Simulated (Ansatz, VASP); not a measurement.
CdTe in VASP and in Ansatz

Contents of INCAR:

```
PREC     = Accurate       # precision mode
ENCUT    = 600            # plane-wave cutoff, eV
EDIFF    = 1E-6           # SCF threshold, eV
ISMEAR   = -1             # smearing method
SIGMA    = 0.05           # smearing width, eV
LREAL    = F              # projectors in reciprocal space
LASPH    = T              # aspherical terms in the spheres
NELM     = 60             # most SCF steps
ALGO     = Normal         # electronic algorithm
ISIF     = 3              # what is computed and relaxed
LWAVE    = F              # write WAVECAR
LCHARG   = F              # write CHGCAR
GGA      = CA             # functional
IBRION   = 2              # ionic algorithm
NSW      = 80             # ionic steps
EDIFFG   = -0.02          # ionic threshold
```

File KPOINTS:

```
regular mesh
0
Gamma
  7 7 7
```

Contents of POSCAR:

```
CdTe
1.0
    0.0000000000      3.2050000000      3.2050000000
    3.2050000000      0.0000000000      3.2050000000
    3.2050000000      3.2050000000      0.0000000000
Te Cd
1 1
Direct
    0.7500000000      0.7500000000      0.7500000000
    0.0000000000      0.0000000000      0.0000000000
```

Contents of input.yaml:

```yaml
crystal:
  lattice:
    - [0.0, 3.205, 3.205]
    - [3.205, 0.0, 3.205]
    - [3.205, 3.205, 0.0]
  atoms:
    - { symbol: Te, position: [0.75, 0.75, 0.75] }
    - { symbol: Cd, position: [0.0, 0.0, 0.0] }
kpoints:
  mp_grid: { grid: [7, 7, 7] }
scf:
  occupations: { method: fermi_dirac, width: 0.05 }
hamiltonian:
  xc: lda
  pseudopotentials: { kind: all_electron, lapw: { basis_error: 0.001 } }
output:
  forces: true
  stress: true
relax:
  f_tol: 0.02
  max_steps: 60
  cell: {}
```

Alike in both runs: task relaxation of cell and atoms; functional LDA; k mesh 7 × 7 × 7; occupations fermi-dirac, width 0.05 eV; no spin polarisation.

|  | VASP | Ansatz |
| --- | --- | --- |
| version | VASP 6.6.1 | Ansatz 0.2.0 |
| potentials or method | VASP PAW LDA potentials, release 64 (Te, Cd), cutoff 600 eV | all-electron LAPW, scalar-relativistic |

|  | VASP | Ansatz | Ansatz less VASP |
| --- | --- | --- | --- |
| relaxed volume (Å³/atom) | 33.13 | 32.92 | -0.205 |
| relaxed cell length with the largest relative difference (Å) | 4.542 | 4.533 | -0.0094 |

LDA's correlation is that of Perdew and Zunger in VASP and of Perdew and Wang (1992) in Ansatz. Ansatz ran all-electron here, and VASP with PAW potentials.

Spin-orbit coupling is off throughout.
